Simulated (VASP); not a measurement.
Wanted: the native input for a VASP 6.6.1 run.

| Quantity | Value |
| --- | --- |
| Task | single point |
| Functional | PBE |
| Potentials or basis | VASP PAW PBE potentials, release 64 (Hf_pv, Ge_d) |
| Cutoff | 520 eV |
| k mesh | 6 × 6 × 4 |
| Occupations | gaussian, width 0.1 eV |
| Spin | no spin polarisation |
| Dipole correction | no |
| Further INCAR settings | ALGO = Normal; EDIFF = 1e-06; NBANDS = 39 |

The structure of Hf2Ge3 lies in POSCAR:

```
Hf2Ge3
1.0
    4.6976116250      0.0000000030      0.0000000000
   -2.3488058151      4.0682510029      0.0000000000
    0.0000000000      0.0000000000      5.5667917451
Hf Ge
2 3
Direct
    0.3333333333      0.6666666667      0.1246011357
    0.6666666667      0.3333333333      0.8753988643
    0.0000000000      0.0000000000      0.0000000000
    0.3333333333      0.6666666667      0.6162347118
    0.6666666667      0.3333333333      0.3837652882
```

The cell was built from a structure type or drawn by symmetry, and may not be a known phase.

One way to write it, as run:

INCAR

```
PREC     = Accurate       # precision mode
ENCUT    = 520            # plane-wave cutoff, eV
EDIFF    = 1E-6           # SCF threshold, eV
ISMEAR   = 0              # smearing method
SIGMA    = 0.1            # smearing width, eV
LREAL    = False          # projectors in reciprocal space
LASPH    = True           # aspherical terms in the spheres
NELM     = 60             # most SCF steps
ALGO     = Normal         # electronic algorithm
ISIF     = 2              # what is computed and relaxed
LWAVE    = False          # write WAVECAR
LCHARG   = True           # write CHGCAR
GGA      = PE             # functional
LELF     = True           # ELF
LVHAR    = True         
NBANDS   = 39             # bands
```

KPOINTS

```
Automatic mesh
0
Gamma
  6 6 4
```

Potentials or basis: VASP PAW PBE potentials, release 64 (Hf_pv, Ge_d).

Run with:

```bash
$ cat potpaw_PBE.64/Hf_pv/POTCAR potpaw_PBE.64/Ge_d/POTCAR > POTCAR
$ mpirun -np 1 vasp_std > vasp.out
```

It gave:

| Quantity | Value |
| --- | --- |
| Pressure | -0.2 GPa |
| Largest force | 0.015 eV/Å |
| Band gap on the k mesh | zero (bands 31 and 32 overlap by 1.35 eV) |

Caveat: spin-orbit coupling is left out, which moves the levels of the heavy elements.

Wall time 110 s on 1 thread of Intel Xeon 8259CL, on a shared host, peak memory 0.27 GiB.
